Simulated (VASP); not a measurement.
MgO: single point with LDA

Crystal: MgO.

```
Mg O
1.0
     2.93802    0.00000    0.00000
    -1.46901    2.42990    0.00000
     0.00000    0.00000    2.67968
Mg O
1 1
Direct
  0.00000 0.00000 0.00000
  0.33333 0.66667 0.50000
```

This cell differs from its parent crystal: strain -0.0450 x Voigt [0, 1, 0, 0, 0, 0].

| Item | Value |
| --- | --- |
| Program | VASP 6.6.1 |
| Task | single point |
| Functional | LDA |
| Potentials or basis | VASP PAW LDA potentials, release 64 (Mg, O) |
| Cutoff | 520 eV |
| k mesh | 9 × 9 × 8 |
| Occupations | gaussian, width 0.05 eV |
| Spin | no spin polarisation |

```
Pressure               : -5.3 GPa
Largest force          : 0.025 eV/Å
Band gap on the k mesh : 3.14 eV, indirect (least direct gap 3.61 eV)
```

Forces in eV/Å, atoms in the order of the input:
```
Mg   0.000 -0.025  0.000
O    0.000  0.025  0.000
```

Stress tensor (GPa, compression positive):
```
 -6.53   0.00   0.00
  0.00   4.58   0.00
  0.00   0.00 -13.90
```

Levels at points of the mesh, in eV from the valence-band top:
| k point | band 1 | band 2 | band 3 | band 4 | band 5 | band 6 | band 7 | band 8 | band 9 |
| --- | --- | --- | --- | --- | --- | --- | --- | --- | --- |
| (0.00, 0.00, 0.00) | -17.48 | -0.71 | -0.71 | -0.46 | 3.14 | 11.57 | 15.38 | 16.54 | 20.28 |
| (0.00, 0.00, 0.50) | -16.33 | -5.80 | -0.19 | 0.00 | 8.59 | 8.98 | 17.04 | 18.24 | 18.35 |

Wall time 40 s on 1 thread of AMD EPYC 7R13, on a shared host, peak memory 0.11 GiB.

Caveat: the cell differs from its parent crystal (strain -0.0450 x Voigt [0, 1, 0, 0, 0, 0]). A k mesh can miss the band edges.
